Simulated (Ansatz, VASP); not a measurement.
# Two plane-wave programs on HfO2

The input POSCAR:

```
HfO2
1.0
    0.0000000000      2.4296250000      2.6214375000
    2.4296250000      0.0000000000      2.6214375000
    2.4296250000      2.4296250000      0.0000000000
Hf O
1 2
Direct
    0.0000000000      0.0000000000      0.0000000000
    0.2500000000      0.2500000000      0.2500000000
    0.7500000000      0.7500000000      0.7500000000
```

File INCAR.step1:

```
PREC = Accurate ; ENCUT = 520
ISMEAR = 0 ; SIGMA = 0.05
LREAL = False ; LASPH = True
NELM = 60 ; NBANDS = 18
GGA = PE ; ALGO = Normal
EDIFF = 1E-4 ; LWAVE = True
LCHARG = False
```

INCAR.step2

```
PREC = Accurate ; ENCUT = 520
EDIFF = 1E-6 ; ISMEAR = 0
SIGMA = 0.05 ; LREAL = False
LASPH = True ; NELM = 60
ALGO = Normal ; ISIF = 2
LWAVE = False ; LCHARG = False
METAGGA = R2SCAN ; LMIXTAU = True
NBANDS = 18 ; ISTART = 1
```

File KPOINTS:

```
regular mesh
0
Gamma
  8 8 8
```

Input for Ansatz:

```yaml
crystal:
  lattice:
    - [0.0, 2.429625, 2.6214375]
    - [2.429625, 0.0, 2.6214375]
    - [2.429625, 2.429625, 0.0]
  atoms:
    - { symbol: Hf, position: [0.0, 0.0, 0.0] }
    - { symbol: O, position: [0.25, 0.25, 0.25] }
    - { symbol: O, position: [0.75, 0.75, 0.75] }
basis:
  ecutwfc: 500
kpoints:
  mp_grid: { grid: [8, 8, 8] }
hamiltonian:
  xc: r2scan
scf:
  occupations: { method: gaussian, width: 0.05 }
output:
  forces: true
  stress: true
  eigenvalues: true
  write_density: true
  write_potential: true
  elf: true
  volumetric_format: npy
```

Change from the starting cell: strain -0.050 along x and y, +0.025 along z, atoms carried along.

Alike in both runs: task single point; functional r2SCAN; k mesh 8 × 8 × 8; occupations gaussian, width 0.05 eV; no spin polarisation.

|  | VASP | Ansatz |
| --- | --- | --- |
| version | VASP 6.6.1 | Ansatz 0.2.0 |
| potentials or method | VASP PAW PBE potentials, release 64 (Hf_pv, O), cutoff 520 eV | scalar-relativistic, plane waves, PAW |
| valence electrons in the cell | 22 | 38 |

|  | VASP | Ansatz | Ansatz less VASP |
| --- | --- | --- | --- |
| gap on the k mesh at the Fermi level (eV) | 3.47 | 3.46 | -0.013 |
| least direct gap on the mesh (eV) | 3.82 | 3.80 | -0.015 |
| pressure (GPa) | 9.1 | 13.4 | +4.38 |
| traceless stress, the component that is largest in VASP (GPa) | -27.22 | -26.72 | +0.504 |

VASP's potentials were made for PBE, not for r2SCAN. One of these differences is far larger than is usual between the two programs; its cause wasn't traced. With one functional, cell and mesh, what is left measures potentials, basis and numerics. VASP's potentials hold 22 valence electrons a cell and Ansatz's 38, so a difference there can come from the potentials and not from the codes.

Neither program's run includes spin-orbit coupling.
